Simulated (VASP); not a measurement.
Os:

```
Os
1.0
     2.77008    0.00000    0.00000
    -1.38504    2.39896    0.00000
     0.00000    0.00000    4.37654
Os
2
Direct
  0.66667 0.33333 0.75000
  0.33333 0.66667 0.25000
```

Base run:

| Item | Value |
| --- | --- |
| Program | VASP 6.6.1 |
| Functional | SVWN5 |
| Potentials or basis | VASP PAW PBE potentials, release 64 (Os) |
| Cutoff | 520 eV |
| k mesh | 11 × 11 × 6 |
| Occupations | fermi-dirac, width 0.05 eV |
| Spin | no spin polarisation |

Its results: band gap on the k mesh zero (band 8 reaches 10.49 eV, above the bottom of band 9 at 6.84 eV); pressure -23.0 GPa.

Task: After a change of settings the same cell gave: band gap on the k mesh zero (band 8 reaches 10.91 eV, above the bottom of band 9 at 7.27 eV); pressure -3.4 GPa. Which change was it?
A. functional from SVWN5 to BLYP; further incar settings from ALGO = Normal; EDIFF = 1e-07; NBANDS = 15 to ALGO = Fast; EDIFF = 1e-07; NBANDS = 15
B. functional from SVWN5 to PBEsol; further incar settings from ALGO = Normal; EDIFF = 1e-07; NBANDS = 15 to ALGO = Normal; EDIFF = 1e-06; NBANDS = 15
C. functional from SVWN5 to RPBE

Result: C.

RPBE binds less tightly than SVWN5, so the same cell stands under more pressure.

Caveats: the PAW data sets were made with another functional, which shifts forces and pressure a little; spin-orbit coupling is left out, which moves the levels of the heavy elements.
